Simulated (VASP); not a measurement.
# C (P4_2/m) in VASP: relaxation of cell and atoms with PBE

Aim: the relaxation of cell and atoms of C with PBE.

Everything below comes from runs of VASP 6.6.1. Logs are shortened: lines on timing, memory, paths and dates and some standing lists are left out, and cuts for length are marked.

## (1) The cell of the first run

Symmetry: P4_2/m, No. 84, tetragonal system. The conventional cell has a = 2.830 Å, b = 2.830 Å, c = 4.607 Å, α = 90.00°, β = 90.00°, γ = 90.00°. Within 2.1 Å of C (site symmetry -4) lie 4 C at 1.56 Å. C (site symmetry m) has 5 C at 1.47 to 2.10 Å within 2.1 Å.

The cell was built from a structure type or drawn by symmetry, and may not be a known phase.

## (2) Relaxation of cell and atoms, PBE

INCAR reads:

```
SYSTEM = C
PREC = Accurate
ENCUT = 600
EDIFF = 1E-6
ISMEAR = 0
SIGMA = 0.02
LREAL = .FALSE.
LASPH = .TRUE.
NELM = 80
ALGO = Normal
ISIF = 3
LWAVE = .FALSE.
LCHARG = .FALSE.
GGA = PE
IBRION = 2
NSW = 100
EDIFFG = -0.01
```

KPOINTS reads:

```
regular mesh
0
G
  10 10 6
  0 0 0
```

POSCAR reads:

```
C
1.0
    2.8301380503      0.0000000000      0.0000000000
    0.0000000000      2.8301380503      0.0000000000
    0.0000000000      0.0000000000      4.6072539302
C
6
Direct
    0.0000000000      0.0000000000      0.2500000000
    0.0000000000      0.0000000000      0.7500000000
    0.6803183084      0.1866418905      0.5000000000
    0.3196816916      0.8133581095      0.5000000000
    0.8133581095      0.6803183084      0.0000000000
    0.1866418905      0.3196816916      0.0000000000
```

Potentials or basis: VASP PAW PBE potentials, release 64 (C).

Run with:

```
cat potpaw_PBE.64/C/POTCAR > POTCAR
mpirun -np 1 vasp_std > vasp.out
```

OUTCAR:

```text
SYSTEM = C
   PREC = Accurate
   ENCUT = 600
   EDIFF = 1E-6
   ISMEAR = 0
   LREAL = .FALSE.
   LASPH = .TRUE.
   NELM = 80
   ISIF = 3
   GGA = PE
   IBRION = 2
   NSW = 100
   EDIFFG = -0.01

 ion  position               nearest neighbor table
   1  0.000  0.000  0.250-   3 1.56   4 1.56   5 1.56   6 1.56
   2  0.000  0.000  0.750-   3 1.56   4 1.56   5 1.56   6 1.56
   3  0.680  0.187  0.500-   4 1.47   2 1.56   1 1.56   4 2.05
   4  0.320  0.813  0.500-   3 1.47   2 1.56   1 1.56   3 2.05
   5  0.813  0.680  0.000-   6 1.47   2 1.56   1 1.56   6 2.05
   6  0.187  0.320  0.000-   5 1.47   2 1.56   1 1.56   5 2.05

  LATTYP: Found a simple tetragonal cell.
 ALAT       =     2.8301380503
 C/A-ratio  =     1.6279255105

  Lattice vectors:

 A1 = (   2.8301380503,   0.0000000000,   0.0000000000)
 A2 = (   0.0000000000,   2.8301380503,   0.0000000000)
 A3 = (   0.0000000000,   0.0000000000,   4.6072539302)

Analysis of symmetry for initial positions (statically):
=====================================================================
 Subroutine PRICEL returns:
 Original cell was already a primitive cell.

 Routine SETGRP: Setting up the symmetry group for a
 simple tetragonal supercell.

 Subroutine GETGRP returns: Found  8 space group operations
 (whereof  4 operations were pure point group operations)
 out of a pool of 16 trial point group operations.

The static configuration has the point symmetry C_2h.
 The point group associated with its full space group is C_4h.

Analysis of symmetry for dynamics (positions and initial velocities):
=====================================================================
 Subroutine PRICEL returns:
 Original cell was already a primitive cell.

 Routine SETGRP: Setting up the symmetry group for a
 simple tetragonal supercell.

 Subroutine GETGRP returns: Found  8 space group operations
 (whereof  4 operations were pure point group operations)
 out of a pool of 16 trial point group operations.

The dynamic configuration has the point symmetry C_2h.
 The point group associated with its full space group is C_4h.

 Subroutine INISYM returns: Found  8 space group operations
 (whereof  4 operations are pure point group operations),
 and found     1 'primitive' translations

----------------------------------------------------------------------------------------

                                     Primitive cell

  volume of cell :      36.9026

  direct lattice vectors                    reciprocal lattice vectors
     2.830138050  0.000000000  0.000000000     0.353339654  0.000000000  0.000000000
     0.000000000  2.830138050  0.000000000     0.000000000  0.353339654  0.000000000
     0.000000000  0.000000000  4.607253930     0.000000000  0.000000000  0.217049031

  length of vectors
     2.830138050  2.830138050  4.607253930     0.353339654  0.353339654  0.217049031

  position of ions in fractional coordinates (direct lattice)
     0.000000000  0.000000000  0.250000000
     0.000000000  0.000000000  0.750000000
     0.680318308  0.186641890  0.500000000
     0.319681692  0.813358110  0.500000000
     0.813358110  0.680318308  0.000000000
     0.186641890  0.319681692  0.000000000

  ion indices of the primitive-cell ions
   primitive index   ion index
                 1           1
                 2           2
                 3           3
                 4           4
                 5           5
                 6           6

----------------------------------------------------------------------------------------

 KPOINTS: regular mesh

Automatic generation of k-mesh.
 Grid dimensions read from file:
 generate k-points for:   10   10    6

 Generating k-lattice:

  Cartesian coordinates                     Fractional coordinates (reciprocal lattice)
     0.035333965  0.000000000  0.000000000     0.100000000  0.000000000  0.000000000
     0.000000000  0.035333965  0.000000000     0.000000000  0.100000000  0.000000000
     0.000000000  0.000000000  0.036174838     0.000000000  0.000000000  0.166666667

  Length of vectors
     0.035333965  0.035333965  0.036174838

  Shift w.r.t. Gamma in fractional coordinates (k-lattice)
     0.000000000  0.000000000  0.000000000

 Subroutine IBZKPT returns following result:
 ===========================================

 Found    108 irreducible k-points:

 Following reciprocal coordinates:
            Coordinates               Weight
  0.000000  0.000000  0.000000      1.000000
  0.100000  0.000000  0.000000      4.000000
  0.200000  0.000000  0.000000      4.000000
  0.300000  0.000000  0.000000      4.000000
  0.400000  0.000000  0.000000      4.000000
  0.500000  0.000000  0.000000      2.000000
[... 16 lines left out ...]
 -0.400000  0.300000  0.000000      4.000000
  0.500000  0.300000  0.000000      4.000000
 [... further k-points ...]
   k-points           NKPTS =    108   k-points in BZ     NKDIM =    108   number of bands    NBANDS=     16
   number of dos      NEDOS =    301   number of ions     NIONS =      6
   total plane-waves  NPLWV =  23040
   dimension x,y,z NGX =    24 NGY =   24 NGZ =   40
   dimension x,y,z NGXF=    48 NGYF=   48 NGZF=   80
   ions per type =               6
   NGX,Y,Z   is equivalent  to a cutoff of  14.10, 14.10, 14.43 a.u.
   NGXF,Y,Z  is equivalent  to a cutoff of  28.20, 28.20, 28.87 a.u.
 SYSTEM =  C
   PREC   = accura    normal or accurate (medium, high low for compatibility)
   ISTART =      0    job   : 0-new  1-cont  2-samecut
   ICHARG =      2    charge: 1-file 2-atom 10-const
   ISPIN  =      1    spin polarized calculation?
   LNONCOLLINEAR =      F non collinear calculations
   LSORBIT =      F    spin-orbit coupling
   LASPH  =      T    aspherical Exc in radial PAW
   ENCUT  =  600.0 eV  44.10 Ry    6.64 a.u.   5.65  5.65  9.20*2*pi/ulx,y,z
   NELM   =     80;   NELMIN=  2; NELMDL= -5     # of ELM steps
   EDIFF  = 0.1E-05   stopping-criterion for ELM
   LREAL  =      F    real-space projection
   EDIFFG = -.1E-01   stopping-criterion for IOM
   NSW    =    100    number of steps for IOM
   IBRION =      2    ionic relax: 0-MD 1-quasi-New 2-CG
   NFREE  =      1    steps in history (QN), initial steepest desc. (CG)
   ISIF   =      3    stress and relaxation
   ISYM   =      2    0-nonsym 1-usesym 2-fastsym
   POTIM  = 0.5000    time-step for ionic-motion
   TEBEG  =    0.0;   TEEND  =   0.0 temperature during run
   PSTRESS=    0.0 pullay stress
   NELECT =      24.0000    total number of electrons
   NUPDOWN=      -1.0000    fix difference up-down
   EMIN   =  10.00;   EMAX   =-10.00  energy-range for DOS
   EFERMI =   0.00;   METHOD = LEGACY
   ISMEAR =     0;   SIGMA  =   0.02  broadening in eV -4-tet -1-fermi 0-gaus
   EFERMI_NEDOS =   21; number of points for ismear=-14 and -15
   IALGO  =     38    algorithm
   IMIX   =      4    mixing-type and parameters
     AMIX     =   0.40;   BMIX     =  1.00
     AMIX_MAG =   1.60;   BMIX_MAG =  1.00
  volume/ion in A,a.u.               =       6.15        41.51
  Fermi-wavevector in a.u.,A,eV,Ry     =   1.418381  2.680351 27.372249  2.011804
  Thomas-Fermi vector in A             =   2.539512
   LORBIT       =      0    0 simple, 1 ext, 2 COOP (PROOUT), +10 PAW based schemes
   GGA     = PE    functional components
   LHFCALC =     F    Hartree Fock is set to
   AEXX    =    0.0000 exact exchange contribution
   IVDW    =     0    specifies the selected vdW correction
   LEPSILON=     F    determine dielectric tensor
   LRPA    =     F    only Hartree local field effects (RPA)
 conjugate gradient relaxation of ions
 non-spin polarized calculation
 Gauss-broadening in eV      SIGMA  =   0.02
  energy-cutoff  :      600.00
  volume of cell :       36.90
 maximum number of plane-waves:      1268
   NGX = 11   NGY = 11   NGZ = 19

--------------------------------------- Ionic step        1  -------------------------------------------

 number of electron      24.0000000 magnetization

 Free energy of the ion-electron system (eV)
  ---------------------------------------------------
  ext. energy  EPLUGINS =         0.00000000
  ---------------------------------------------------
  free energy    TOTEN  =       -47.63040795 eV

  energy without entropy =      -47.63040795  energy(sigma->0) =      -47.63040795

------------------------ aborting loop because EDIFF is reached ----------------------------------------

  FORCE on cell =-STRESS in cart. coord.  units (eV):
  Direction    XX          YY          ZZ          XY          YZ          ZX
  --------------------------------------------------------------------------------------
  -------------------------------------------------------------------------------------
  Total        0.0148415      0.0148415     -0.0053180     -0.0000011      0.0000000      0.0000000
  in kB        0.6443634      0.6443634     -0.2308866     -0.0000477      0.0000000      0.0000000
  external PRESSURE =       0.3526134 kB  Pullay stress =       0.0000000 kB
[... 101 lines left out ...]
  FREE ENERGIE OF THE ION-ELECTRON SYSTEM (eV)
  ---------------------------------------------------
  free  energy   TOTEN  =       -47.6304934439 eV

  energy  without entropy=      -47.6304934439  energy(sigma->0) =      -47.63049344

[... ionic steps 4 to 40 ...]

--------------------------------------- Ionic step       41  -------------------------------------------

 number of electron      23.9999996 magnetization

------------------------ aborting loop because EDIFF is reached ----------------------------------------
[... 75 lines left out ...]
--------------------------------------- Ionic step       43  -------------------------------------------

 number of electron      23.9999996 magnetization

 Free energy of the ion-electron system (eV)
  ---------------------------------------------------
  ext. energy  EPLUGINS =         0.00000000
  ---------------------------------------------------
  free energy    TOTEN  =       -51.16694263 eV

  energy without entropy =      -51.16694263  energy(sigma->0) =      -51.16694263

 E-fermi :   4.7277     XC(G=0): -10.3742

 val. band max:        4.5889065210   @ k =   0.0000   0.0000   0.5000
 cond. band min:       5.2405942354   @ k =   0.5000   0.3000   0.0000
 fundamental gap:      0.6516877144
 Fermi energy:         4.7277244826

 k-point     1 :       0.0000    0.0000    0.0000
  band No.  band energies     occupation
      1     -14.8897      2.00000
      2     -10.8216      2.00000
      3      -8.1632      2.00000
      4      -6.1246      2.00000
      5      -5.8351      2.00000
      6      -3.9669      2.00000
[... 433 lines left out ...]
      3      -9.8232      2.00000
      4      -8.3393      2.00000
      5      -6.9125      2.00000
      6      -2.3275      2.00000
[... 8 lines left out ...]
     15      12.7561      0.00000
     16      13.5808      0.00000

 [... further k-points ...]

------------------------ aborting loop because EDIFF is reached ----------------------------------------

  FORCE on cell =-STRESS in cart. coord.  units (eV):
  Direction    XX          YY          ZZ          XY          YZ          ZX
  --------------------------------------------------------------------------------------
  -------------------------------------------------------------------------------------
  Total        0.0130277      0.0130277      0.0110831     -0.0000000      0.0000000      0.0000000
  in kB        0.3968043      0.3968043      0.3375740     -0.0000000      0.0000000      0.0000000
  external PRESSURE =       0.3770609 kB  Pullay stress =       0.0000000 kB
[... 21 lines left out ...]
  FREE ENERGIE OF THE ION-ELECTRON SYSTEM (eV)
  ---------------------------------------------------
  free  energy   TOTEN  =       -51.1669426251 eV

  energy  without entropy=      -51.1669426251  energy(sigma->0) =      -51.16694263

 reached required accuracy - stopping structural energy minimisation
```

Run time: 30 min. Hardware: 1 thread of Intel Xeon 8259CL, shared host; peak memory 0.21 GiB.

Results:

* Free energy: -51.1669 eV
* Relaxed volume: 8.77 Å³/atom
* Relaxed cell: a = 3.434 Å, b = 3.434 Å, c = 4.461 Å, α = 90.00°, β = 90.00°, γ = 90.00°
* Space group after relaxing (to 0.1 Å): P4_2/mmc (No. 131)
* Energy gained by relaxing: 589.4 meV/atom
* Ionic steps: 43
* Pressure after relaxing: 0.0 GPa
* Largest force after relaxing: 0.008 eV/Å
* Band gap on the k mesh: 0.65 eV (least direct gap 2.12 eV)

Forces in eV/Å, atoms in the order of the input:
```
C    0.000  0.000  0.000
C    0.000  0.000  0.000
C   -0.008  0.000  0.000
C    0.008  0.000  0.000
C    0.000 -0.008  0.000
C    0.000  0.008  0.000
```

Step by step:
```tsv
step	energy change (eV)	largest force (eV/Å)	pressure (GPa)	volume (Å³)
1	0.0000	0.0387	0.04	36.90
3	-0.0001	0.0274	0.16	36.91
5	-0.0004	0.0356	0.63	37.03
7	-0.0005	0.0335	0.59	37.06
9	-0.0010	0.0223	0.43	37.23
11	-0.0046	0.0596	-0.06	37.89
13	-0.1638	1.0491	-0.33	40.61
15	-1.4235	6.8196	-10.96	52.46
17	-1.4453	6.3781	-8.93	51.15
19	-1.5610	6.2777	-9.31	51.41
21	-2.3881	3.7512	-6.87	50.94
23	-2.6769	1.5972	-2.16	50.56
25	-2.7303	1.5972	-0.56	50.46
27	-3.0705	1.2486	8.19	49.92
29	-3.2719	0.5959	15.84	49.77
31	-3.4804	0.3533	3.62	52.12
33	-3.5299	0.2752	-1.18	52.92
35	-3.5335	0.0979	-1.14	52.85
37	-3.5351	0.1271	0.19	52.56
39	-3.5356	0.0835	0.42	52.53
41	-3.5364	0.0156	-0.17	52.63
43	-3.5365	0.0076	0.04	52.60
```

Final structure:
```cif
data_structure
_symmetry_space_group_name_H-M 'P 1'
_symmetry_Int_Tables_number 1
_cell_length_a 3.4337
_cell_length_b 3.4337
_cell_length_c 4.4614
_cell_angle_alpha 90.000
_cell_angle_beta 90.000
_cell_angle_gamma 90.000
_cell_volume 52.60
loop_
_atom_site_label
_atom_site_type_symbol
_atom_site_fract_x
_atom_site_fract_y
_atom_site_fract_z
_atom_site_occupancy
C1 C 0.00000 0.00000 0.25000 1
C2 C 0.00000 0.00000 0.75000 1
C3 C 0.69383 0.00000 0.50000 1
C4 C 0.30617 0.00000 0.50000 1
C5 C 0.00000 0.69383 0.00000 1
C6 C 0.00000 0.30617 0.00000 1
```

Levels at points of the mesh, in eV from the valence-band top:
| k point | band 9 | band 10 | band 11 | band 12 | band 13 | band 14 | band 15 | band 16 |
| --- | --- | --- | --- | --- | --- | --- | --- | --- |
| (0.00, 0.00, 0.00) | -3.80 | -3.80 | -2.39 | -2.39 | 3.92 | 5.57 | 5.66 | 6.10 |
| (0.50, 0.00, 0.00) | -3.68 | -2.71 | -2.01 | -1.90 | 1.29 | 4.20 | 6.20 | 6.73 |
| (0.50, 0.50, 0.00) | -4.89 | -4.59 | -1.81 | -1.37 | 0.75 | 0.75 | 9.06 | 9.09 |
| (0.00, 0.00, 0.50) | -6.29 | -6.29 | 0.00 | 0.00 | 3.96 | 3.96 | 4.88 | 4.88 |
| (0.50, 0.00, 0.50) | -5.21 | -3.74 | -2.38 | -1.88 | 3.70 | 4.09 | 4.86 | 7.73 |
| (0.50, 0.50, 0.50) | -3.65 | -3.65 | -3.43 | -3.43 | 1.40 | 1.40 | 8.21 | 8.21 |

Caveat: the volume moved by over 15 % at a fixed basis, so the end points are rough.
